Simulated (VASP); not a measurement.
# KMo2 (Fm-3m) in VASP: notebook

The runs below take KMo2 through single point, relaxation of cell and atoms, with PBE.

All numbers are computed with VASP 6.6.1; they aren't measurements. Logs are shortened: lines on timing, memory, paths and dates and some standing lists are left out, and cuts for length are marked.

### 1 The cell of the first run

It takes space group Fm-3m (No. 225, cubic). Conventional cell: a = 6.354 Å, b = 6.354 Å, c = 6.354 Å, α = 90.00°, β = 90.00°, γ = 90.00°. Within 3.6 Å of K (site symmetry m-3m) lie 8 Mo at 2.75 Å. Mo (site symmetry -43m) has 4 K at 2.75 Å and 6 Mo at 3.18 Å within 3.6 Å.

The cell was generated, and may not be a known phase.

### 2 Single point, PBE

The input, INCAR:

```
SYSTEM = KMo2
ALGO     = Normal         ! electronic algorithm
EDIFF    = 1E-6           ! SCF threshold, eV
ENCUT    = 520            ! plane-wave cutoff, eV
GGA      = PE             ! functional
ISIF     = 2              ! what is computed and relaxed
ISMEAR   = 0              ! smearing method
LASPH    = .True.         ! aspherical terms in the spheres
LCHARG   = .False.        ! write CHGCAR
LREAL    = .False.        ! projectors in reciprocal space
LWAVE    = .False.        ! write WAVECAR
NBANDS   = 26             ! bands
NELM     = 60             ! most SCF steps
PREC     = Accurate       ! precision mode
SIGMA    = 0.1            ! smearing width, eV
```

The input, KPOINTS:

```
k-points
0
Gamma
  12 12 12
  0 0 0
```

The input, POSCAR:

```
KMo2
1.0
    0.0000000000      3.1771470044      3.1771470044
    3.1771470044      0.0000000000      3.1771470044
    3.1771470044      3.1771470044      0.0000000000
K Mo
1 2
Direct
    0.0000000000      0.0000000000      0.0000000000
    0.2500000000      0.2500000000      0.2500000000
    0.7500000000      0.7500000000      0.7500000000
```

Potentials or basis: VASP PAW PBE potentials, release 64 (K_sv, Mo_sv).

Run with:

```
$ cat potpaw_PBE.64/K_sv/POTCAR potpaw_PBE.64/Mo_sv/POTCAR > POTCAR
$ mpirun -np 1 vasp_std > vasp.out
```

OUTCAR:

```text
SYSTEM = KMo2
   EDIFF = 1E-6
   ENCUT = 520
   GGA = PE
   ISIF = 2
   ISMEAR = 0
   LASPH = .True.
   LREAL = .False.
   NELM = 60
   PREC = Accurate

 ion  position               nearest neighbor table
   1  0.000  0.000  0.000-   3 2.75   3 2.75   3 2.75   2 2.75   3 2.75   2 2.75   2 2.75   2 2.75

   2  0.250  0.250  0.250-   1 2.75   1 2.75   1 2.75   1 2.75   3 3.18   3 3.18   3 3.18   3 3.18
                             3 3.18   3 3.18
   3  0.750  0.750  0.750-   1 2.75   1 2.75   1 2.75   1 2.75   2 3.18   2 3.18   2 3.18   2 3.18
                             2 3.18   2 3.18

  LATTYP: Found a face centered cubic cell.
 ALAT       =     6.3542940088

  Lattice vectors:

 A1 = (   0.0000000000,   3.1771470044,   3.1771470044)
 A2 = (   3.1771470044,   0.0000000000,   3.1771470044)
 A3 = (   3.1771470044,   3.1771470044,   0.0000000000)

Analysis of symmetry for initial positions (statically):
=====================================================================
 Subroutine PRICEL returns:
 Original cell was already a primitive cell.

 Routine SETGRP: Setting up the symmetry group for a
 face centered cubic supercell.

 Subroutine GETGRP returns: Found 48 space group operations
 (whereof 48 operations were pure point group operations)
 out of a pool of 48 trial point group operations.

The static configuration has the point symmetry O_h .

Analysis of symmetry for dynamics (positions and initial velocities):
=====================================================================
 Subroutine PRICEL returns:
 Original cell was already a primitive cell.

 Routine SETGRP: Setting up the symmetry group for a
 face centered cubic supercell.

 Subroutine GETGRP returns: Found 48 space group operations
 (whereof 48 operations were pure point group operations)
 out of a pool of 48 trial point group operations.

The dynamic configuration has the point symmetry O_h .

 Subroutine INISYM returns: Found 48 space group operations
 (whereof 48 operations are pure point group operations),
 and found     1 'primitive' translations

----------------------------------------------------------------------------------------

                                     Primitive cell

  volume of cell :      64.1419

  direct lattice vectors                    reciprocal lattice vectors
     0.000000000  3.177147004  3.177147004    -0.157373895  0.157373895  0.157373895
     3.177147004  0.000000000  3.177147004     0.157373895 -0.157373895  0.157373895
     3.177147004  3.177147004  0.000000000     0.157373895  0.157373895 -0.157373895

  length of vectors
     4.493164383  4.493164383  4.493164383     0.272579582  0.272579582  0.272579582

  position of ions in fractional coordinates (direct lattice)
     0.000000000  0.000000000  0.000000000
     0.250000000  0.250000000  0.250000000
     0.750000000  0.750000000  0.750000000

  ion indices of the primitive-cell ions
   primitive index   ion index
                 1           1
                 2           2
                 3           3

----------------------------------------------------------------------------------------

 KPOINTS: k-points

Automatic generation of k-mesh.
 Grid dimensions read from file:
 generate k-points for:   12   12   12

 Generating k-lattice:

  Cartesian coordinates                     Fractional coordinates (reciprocal lattice)
    -0.013114491  0.013114491  0.013114491     0.083333333  0.000000000  0.000000000
     0.013114491 -0.013114491  0.013114491     0.000000000  0.083333333  0.000000000
     0.013114491  0.013114491 -0.013114491     0.000000000  0.000000000  0.083333333

  Length of vectors
     0.022714965  0.022714965  0.022714965

  Shift w.r.t. Gamma in fractional coordinates (k-lattice)
     0.000000000  0.000000000  0.000000000

 Subroutine IBZKPT returns following result:
 ===========================================

 Found     72 irreducible k-points:

 Following reciprocal coordinates:
            Coordinates               Weight
  0.000000  0.000000  0.000000      1.000000
  0.083333  0.000000  0.000000      8.000000
  0.166667  0.000000  0.000000      8.000000
  0.250000  0.000000  0.000000      8.000000
  0.333333  0.000000  0.000000      8.000000
  0.416667  0.000000  0.000000      8.000000
[... 16 lines left out ...]
  0.500000  0.166667  0.000000     24.000000
 -0.416667  0.166667  0.000000     24.000000
 [... further k-points ...]
   k-points           NKPTS =     72   k-points in BZ     NKDIM =     72   number of bands    NBANDS=     26
   number of dos      NEDOS =    301   number of ions     NIONS =      3
   total plane-waves  NPLWV =  46656
   dimension x,y,z NGX =    36 NGY =   36 NGZ =   36
   dimension x,y,z NGXF=    72 NGYF=   72 NGZF=   72
   ions per type =               1   2
   NGX,Y,Z   is equivalent  to a cutoff of  13.32, 13.32, 13.32 a.u.
   NGXF,Y,Z  is equivalent  to a cutoff of  26.64, 26.64, 26.64 a.u.
 SYSTEM =  KMo2
   PREC   = accura    normal or accurate (medium, high low for compatibility)
   ISTART =      0    job   : 0-new  1-cont  2-samecut
   ICHARG =      2    charge: 1-file 2-atom 10-const
   ISPIN  =      1    spin polarized calculation?
   LNONCOLLINEAR =      F non collinear calculations
   LSORBIT =      F    spin-orbit coupling
   LASPH  =      T    aspherical Exc in radial PAW
   ENCUT  =  520.0 eV  38.22 Ry    6.18 a.u.   8.35  8.35  8.35*2*pi/ulx,y,z
   NELM   =     60;   NELMIN=  2; NELMDL= -5     # of ELM steps
   EDIFF  = 0.1E-05   stopping-criterion for ELM
   LREAL  =      F    real-space projection
   EDIFFG = 0.1E-04   stopping-criterion for IOM
   NSW    =      0    number of steps for IOM
   IBRION =     -1    ionic relax: 0-MD 1-quasi-New 2-CG
   NFREE  =      0    steps in history (QN), initial steepest desc. (CG)
   ISIF   =      2    stress and relaxation
   ISYM   =      2    0-nonsym 1-usesym 2-fastsym
   POTIM  = 0.5000    time-step for ionic-motion
   TEBEG  =    0.0;   TEEND  =   0.0 temperature during run
   PSTRESS=    0.0 pullay stress
   NELECT =      37.0000    total number of electrons
   NUPDOWN=      -1.0000    fix difference up-down
   EMIN   =  10.00;   EMAX   =-10.00  energy-range for DOS
   EFERMI =   0.00;   METHOD = LEGACY
   ISMEAR =     0;   SIGMA  =   0.10  broadening in eV -4-tet -1-fermi 0-gaus
   EFERMI_NEDOS =   21; number of points for ismear=-14 and -15
   IALGO  =     38    algorithm
   IMIX   =      4    mixing-type and parameters
     AMIX     =   0.40;   BMIX     =  1.00
     AMIX_MAG =   1.60;   BMIX_MAG =  1.00
  volume/ion in A,a.u.               =      21.38       144.28
  Fermi-wavevector in a.u.,A,eV,Ry     =   1.362787  2.575295 25.268596  1.857189
  Thomas-Fermi vector in A             =   2.489247
   LORBIT       =      0    0 simple, 1 ext, 2 COOP (PROOUT), +10 PAW based schemes
   GGA     = PE    functional components
   LHFCALC =     F    Hartree Fock is set to
   AEXX    =    0.0000 exact exchange contribution
   IVDW    =     0    specifies the selected vdW correction
   LEPSILON=     F    determine dielectric tensor
   LRPA    =     F    only Hartree local field effects (RPA)
 non-spin polarized calculation
 Gauss-broadening in eV      SIGMA  =   0.10
  energy-cutoff  :      520.00
  volume of cell :       64.14
 maximum number of plane-waves:      1759
 NGX is ok and might be reduce to    36
   NGX = 17   NGY = 17   NGZ = 17

 number of electron      37.0000002 magnetization

 Free energy of the ion-electron system (eV)
  ---------------------------------------------------
  ext. energy  EPLUGINS =         0.00000000
  ---------------------------------------------------
  free energy    TOTEN  =       -12.67880174 eV

  energy without entropy =      -12.65049379  energy(sigma->0) =      -12.66464777

 E-fermi :   6.1115     XC(G=0): -10.9383

 val. band max:        6.1088841772   @ k =  -0.4167   0.4167   0.1667
 cond. band min:       6.1144144717   @ k =   0.5000   0.4167   0.0833
 fundamental gap:      0.0055302944
 Fermi energy:         6.1114548432

 k-point     1 :       0.0000    0.0000    0.0000
  band No.  band energies     occupation
      1     -54.6256      2.00000
      2     -54.5720      2.00000
      3     -28.7913      2.00000
      4     -28.7913      2.00000
      5     -28.7913      2.00000
      6     -28.6126      2.00000
[... 18 lines left out ...]
     25      10.2435      0.00000
     26      10.2435      0.00000

 k-point     2 :       0.0833    0.0000    0.0000
  band No.  band energies     occupation
      1     -54.6247      2.00000
      2     -54.5728      2.00000
      3     -28.7891      2.00000
      4     -28.7884      2.00000
      5     -28.7884      2.00000
      6     -28.6181      2.00000
[... 18 lines left out ...]
     25      10.5543      0.00000
     26      10.5543      0.00000

 k-point     3 :       0.1667    0.0000    0.0000
  band No.  band energies     occupation
      1     -54.6219      2.00000
      2     -54.5754      2.00000
      3     -28.7828      2.00000
      4     -28.7800      2.00000
      5     -28.7800      2.00000
      6     -28.6334      2.00000
[... 18 lines left out ...]
     25      11.1402      0.00000
     26      11.1402      0.00000

 k-point     4 :       0.2500    0.0000    0.0000
  band No.  band energies     occupation
      1     -54.6176      2.00000
      2     -54.5796      2.00000
      3     -28.7734      2.00000
      4     -28.7665      2.00000
      5     -28.7665      2.00000
      6     -28.6550      2.00000
[... 18 lines left out ...]
     25      11.7028      0.00000
     26      11.7028      0.00000
[... 496 lines left out ...]
      1     -54.6087      2.00000
      2     -54.5881      2.00000
      3     -28.7958      2.00000
      4     -28.7810      2.00000
      5     -28.7665      2.00000
      6     -28.6604      2.00000
[... 18 lines left out ...]
     25      11.4565      0.00000
     26      12.0743      0.00000

 k-point    23 :       0.5000    0.1667    0.0000
  band No.  band energies     occupation
      1     -54.6029      2.00000
      2     -54.5939      2.00000
      3     -28.8034      2.00000
      4     -28.7680      2.00000
      5     -28.7632      2.00000
      6     -28.6543      2.00000
[... 18 lines left out ...]
     25      11.8278      0.00000
     26      11.8975      0.00000

 k-point    24 :      -0.4167    0.1667    0.0000
  band No.  band energies     occupation
      1     -54.6001      2.00000
      2     -54.5967      2.00000
      3     -28.8134      2.00000
      4     -28.7550      2.00000
      5     -28.7412      2.00000
      6     -28.6763      2.00000
[... 18 lines left out ...]
     25      11.4664      0.00000
     26      12.2692      0.00000

 [... further k-points ...]

------------------------ aborting loop because EDIFF is reached ----------------------------------------

  FORCE on cell =-STRESS in cart. coord.  units (eV):
  Direction    XX          YY          ZZ          XY          YZ          ZX
  --------------------------------------------------------------------------------------
  -------------------------------------------------------------------------------------
  Total        0.2013995      0.2013995      0.2013995     -0.0000000      0.0000000     -0.0000000
  in kB        5.0306845      5.0306845      5.0306845     -0.0000000      0.0000000     -0.0000000
  external PRESSURE =       5.0306845 kB  Pullay stress =       0.0000000 kB

 VOLUME and BASIS-vectors are now :
 -----------------------------------------------------------------------------
  energy-cutoff  :      520.00
  volume of cell :       64.14
      direct lattice vectors                 reciprocal lattice vectors
     0.000000000  3.177147004  3.177147004    -0.157373895  0.157373895  0.157373895
     3.177147004  0.000000000  3.177147004     0.157373895 -0.157373895  0.157373895
     3.177147004  3.177147004  0.000000000     0.157373895  0.157373895 -0.157373895

 POSITION                                       TOTAL-FORCE (eV/Angst)
 -----------------------------------------------------------------------------------
      0.00000      0.00000      0.00000        -0.000000     -0.000000     -0.000000
      1.58857      1.58857      1.58857         0.000000     -0.000000     -0.000000
      4.76572      4.76572      4.76572         0.000000      0.000000      0.000000
 -----------------------------------------------------------------------------------
    total drift:                                0.000000      0.000000      0.000000

  FREE ENERGIE OF THE ION-ELECTRON SYSTEM (eV)
  ---------------------------------------------------
  free  energy   TOTEN  =       -12.6788017430 eV

  energy  without entropy=      -12.6504937914  energy(sigma->0) =      -12.66464777
```

Run time: 2.8 min. Hardware: 1 thread of Oxide Virtual Turin-like, shared host; peak memory 0.24 GiB.

Results:

- Free energy: -12.6788 eV
- Pressure: 0.5 GPa
- Band gap on the k mesh: zero (an odd number of electrons rules out a gap without spin polarisation)

Levels at points of the mesh, in eV from the Fermi level:
| k point | band 16 | band 17 | band 18 | band 19 | band 20 | band 21 |
| --- | --- | --- | --- | --- | --- | --- |
| (0.00, 0.00, 0.00) | -0.80 | -0.80 | -0.80 | 1.10 | 1.10 | 1.10 |
| (0.50, 0.00, 0.00) | -1.09 | -0.42 | -0.42 | -0.37 | -0.37 | -0.15 |
| (0.50, 0.50, 0.00) | -1.56 | -0.16 | -0.16 | 0.37 | 0.37 | 0.84 |

### 3 Relaxation of cell and atoms, PBE

This run uses another cell than the first one, of 21.31 Å³/atom.

The input, INCAR:

```
ALGO     = Fast           # electronic algorithm
EDIFF    = 1E-6           # SCF threshold, eV
EDIFFG   = -0.01          # ionic threshold
ENCUT    = 600            # plane-wave cutoff, eV
GGA      = PE             # functional
IBRION   = 2              # ionic algorithm
ISIF     = 3              # what is computed and relaxed
ISMEAR   = 0              # smearing method
LASPH    = True           # aspherical terms in the spheres
LCHARG   = False          # write CHGCAR
LREAL    = False          # projectors in reciprocal space
LWAVE    = False          # write WAVECAR
NELM     = 80             # most SCF steps
NSW      = 100            # ionic steps
PREC     = Accurate       # precision mode
SIGMA    = 0.1            # smearing width, eV
```

The input, KPOINTS:

```
k-points
0
Gamma
  12 12 12
```

The input, POSCAR:

```
KMo2
1.0
    0.0000000000      3.1736196350      3.1736196350
    3.1736196350      0.0000000000      3.1736196350
    3.1736196350      3.1736196350      0.0000000000
K Mo
1 2
Direct
    0.0000000000      0.0000000000      0.0000000000
    0.2500000000      0.2500000000      0.2500000000
    0.7500000000      0.7500000000      0.7500000000
```

Potentials or basis: VASP PAW PBE potentials, release 64 (K_sv, Mo_sv).

Run with:

```
$ cat potpaw_PBE.64/K_sv/POTCAR potpaw_PBE.64/Mo_sv/POTCAR > POTCAR
$ mpirun -np 1 vasp_std > vasp.out
```

Wall time 7.6 min (1 thread of Oxide Virtual Turin-like, shared host); peak memory 0.26 GiB.

Results (log left out):

| Property | Result |
| --- | --- |
| Free energy | -12.6790 eV |
| Relaxed volume | 21.55 Å³/atom |
| Relaxed cell | a = 4.505 Å, b = 4.505 Å, c = 4.505 Å, α = 60.00°, β = 60.00°, γ = 60.00° |
| Space group after relaxing (to 0.1 Å) | Fm-3m (No. 225) |
| Energy gained by relaxing | 0.5 meV/atom |
| Ionic steps | 3 |
| Pressure after relaxing | 0.1 GPa |
| Band gap on the k mesh | zero (an odd number of electrons rules out a gap without spin polarisation) |

Step by step:
```
step  energy change (eV)  largest force (eV/Å)  pressure (GPa)  volume (Å³)
   1              0.0000                0.0000            0.66        63.93
   2             -0.0015                0.0000           -0.12        64.75
   3             -0.0015                0.0000            0.06        64.64
```

Final structure:
```cif
data_structure
_symmetry_space_group_name_H-M 'P 1'
_symmetry_Int_Tables_number 1
_cell_length_a 4.5047
_cell_length_b 4.5047
_cell_length_c 4.5047
_cell_angle_alpha 60.000
_cell_angle_beta 60.000
_cell_angle_gamma 60.000
_cell_volume 64.64
loop_
_atom_site_label
_atom_site_type_symbol
_atom_site_fract_x
_atom_site_fract_y
_atom_site_fract_z
_atom_site_occupancy
K1 K 0.00000 0.00000 0.00000 1
Mo1 Mo 0.25000 0.25000 0.25000 1
Mo2 Mo 0.75000 0.75000 0.75000 1
```

Levels at points of the mesh, in eV from the Fermi level:
```tsv
k point	band 16	band 17	band 18	band 19	band 20	band 21
(0.00, 0.00, 0.00)	-0.80	-0.80	-0.80	1.09	1.09	1.09
(0.50, 0.00, 0.00)	-1.10	-0.41	-0.41	-0.37	-0.37	-0.14
(0.50, 0.50, 0.00)	-1.56	-0.16	-0.16	0.37	0.37	0.82
```
